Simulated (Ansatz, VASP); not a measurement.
## KI in VASP and in Ansatz

Contents of INCAR:

```
PREC = Accurate
ENCUT = 520
EDIFF = 1E-7
ISMEAR = 0
SIGMA = 0.05
LREAL = False
LASPH = True
NELM = 80
ALGO = Normal
ISIF = 2
LWAVE = False
LCHARG = True
GGA = PE
LELF = True
LVHAR = True
NBANDS = 15
```

The input KPOINTS:

```
Automatic mesh
0
Gamma
  6 6 6
```

Contents of POSCAR:

```
KI
1.0
    4.2911966600      0.0000000000      0.0000000000
    0.0000000000      4.2911966600      0.0000000000
    0.0000000000      0.0000000000      4.2911966600
K I
1 1
Direct
    0.0000000000      0.0000000000      0.0000000000
    0.5000000000      0.5000000000      0.5000000000
```

Input for Ansatz:

```yaml
crystal:
  lattice:
    - [4.29119666, 0.0, 0.0]
    - [0.0, 4.29119666, 0.0]
    - [0.0, 0.0, 4.29119666]
  atoms:
    - { symbol: K, position: [0.0, 0.0, 0.0] }
    - { symbol: I, position: [0.5, 0.5, 0.5] }
basis:
  ecutwfc: 420
kpoints:
  mp_grid: { grid: [6, 6, 6] }
hamiltonian:
  xc: pbe
scf:
  occupations: { method: gaussian, width: 0.05 }
output:
  forces: true
  stress: true
  eigenvalues: true
```

Alike in both runs: task single point; functional PBE; k mesh 6 × 6 × 6; occupations gaussian, width 0.05 eV; no spin polarisation.

|  | VASP | Ansatz |
| --- | --- | --- |
| version | VASP 6.6.1 | Ansatz 0.2.0 |
| potentials or method | VASP PAW PBE potentials, release 64 (K_sv, I), cutoff 520 eV | scalar-relativistic, plane waves, PAW |
| valence electrons in the cell | 16 | 26 |

```csv
,VASP,Ansatz,Ansatz less VASP
gap on the k mesh at the Fermi level (eV),3.33,3.33,+0.004
least direct gap on the mesh (eV),3.69,3.69,+0.003
pressure (GPa),0.5,0.5,-0.02
```

The functional is the same, so the differences come from potentials, cutoffs and numerics. VASP's potentials hold 16 valence electrons a cell and Ansatz's 26, so a difference there can come from the potentials and not from the codes.

Spin-orbit coupling is off throughout.
